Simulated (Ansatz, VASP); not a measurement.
# One calculation of Zr, two programs

The input INCAR:

```
SYSTEM = Zr
PREC     = Accurate       ! precision mode
ENCUT    = 520            ! plane-wave cutoff, eV
EDIFF    = 1E-8           ! SCF threshold, eV
ISMEAR   = -1             ! smearing method
SIGMA    = 0.03           ! smearing width, eV
LREAL    = .FALSE.        ! projectors in reciprocal space
LASPH    = .TRUE.         ! aspherical terms in the spheres
NELM     = 80             ! most SCF steps
ALGO     = Normal         ! electronic algorithm
ISIF     = 2              ! what is computed and relaxed
LWAVE    = .FALSE.        ! write WAVECAR
LCHARG   = .FALSE.        ! write CHGCAR
LEFG     = .TRUE.       
NBANDS   = 19             ! bands
```

The input KPOINTS:

```
regular mesh
0
G
  13 13 7
  0 0 0
```

File POSCAR:

```
Zr
1.0
    3.2319982225      0.0000000000      0.0000000000
   -1.6159991112      2.7989925656      0.0000000000
    0.0000000000      0.0000000000      5.1470000000
Zr
2
Direct
    0.3333333333      0.6666666667      0.2500000000
    0.6666666667      0.3333333333      0.7500000000
```

Input for Ansatz:

```yaml
crystal:
  lattice:
    - [3.2319982225, 0.0, 0.0]
    - [-1.6159991112, 2.7989925656, 0.0]
    - [0.0, 0.0, 5.147]
  atoms:
    - { symbol: Zr, position: [0.3333333333, 0.6666666667, 0.25] }
    - { symbol: Zr, position: [0.6666666667, 0.3333333333, 0.75] }
kpoints:
  mp_grid: { grid: [13, 13, 7] }
  band_path:
    path:
      - [0.0, 0.0, 0.0]
      - [0.5, 0.0, 0.0]
      - [0.3333333333, 0.3333333333, 0.0]
      - [0.0, 0.0, 0.0]
      - [0.0, 0.0, 0.5]
      - [0.5, 0.0, 0.5]
      - [0.3333333333, 0.3333333333, 0.5]
      - [0.0, 0.0, 0.5]
      - [0.5, 0.0, 0.5]
    npoints: 8
scf:
  occupations: { method: fermi_dirac, width: 0.03 }
hamiltonian:
  xc: lda
  pseudopotentials: { kind: all_electron, datasets: crystal }
output:
  forces: true
  stress: true
  eigenvalues: true
  efg: { contact_densities: true }
```

Alike in both runs: task electric field gradients; functional LDA; k mesh 13 × 13 × 7; occupations fermi-dirac, width 0.03 eV; no spin polarisation.

|  | VASP | Ansatz |
| --- | --- | --- |
| version | VASP 6.6.1 | Ansatz 0.2.0 |
| potentials or method | VASP PAW LDA potentials, release 64 (Zr_sv), cutoff 520 eV | all-electron PAW with datasets made for the crystal, scalar-relativistic |

|  | VASP | Ansatz | Ansatz less VASP |
| --- | --- | --- | --- |
| pressure (GPa) | -6.0 | -6.1 | -0.06 |
| traceless stress, the component that is largest in VASP (GPa) | 0.55 | 0.53 | -0.015 |
| size of Vzz on the site where it differs most (V/Å²) | 41.1 | 41.4 | +0.32 |

LDA's correlation is that of Perdew and Zunger in VASP and of Perdew and Wang (1992) in Ansatz. Ansatz ran all-electron here, and VASP with PAW potentials.
